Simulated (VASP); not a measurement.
Runs of VASP 6.6.1 on LuHfO2. The structure is that of space group P4/mmm (No. 123), or close to it. The cells are those of the table. The cell was built from a structure type or drawn by symmetry, and may not be a known phase.

```tsv
task	cell	k mesh	cutoff (eV)	gap on the mesh (eV)	pressure (GPa)
relaxation of cell and atoms	relaxed from a = 3.351, b = 3.351, c = 4.735 Å, 4 atoms	6 × 6 × 4	600	none	-0.1
single point	a = 3.351, b = 3.351, c = 4.735 Å, 4 atoms	6 × 6 × 4	520	none	(a)
single point	a = 3.307, b = 3.307, c = 4.642 Å, 4 atoms	6 × 6 × 4	520	none	-0.8
single point	a = 3.293, b = 3.293, c = 4.662 Å, 4 atoms	14 × 14 × 10	520	none	-0.7
```

Alike in all rows: level PBE; potentials or basis VASP PAW PBE potentials, release 64 (Lu, Hf_pv, O); no spin polarisation; smearing gaussian 0.1 eV.

**Question.** Estimate the missing entries.

**Answer.** (a) -7.1.

Caveats: spin-orbit coupling is left out, which moves the levels of the heavy elements; an odd number of electrons without spin polarisation forces a metal; a magnetic or distorted state may lie lower; the cell stands under tension (at least some runs).

A k mesh can miss the band edges, and the runs leave out spin-orbit coupling on Hf, Lu.

A gap of «none» marks levels without a gap at the run's occupations.
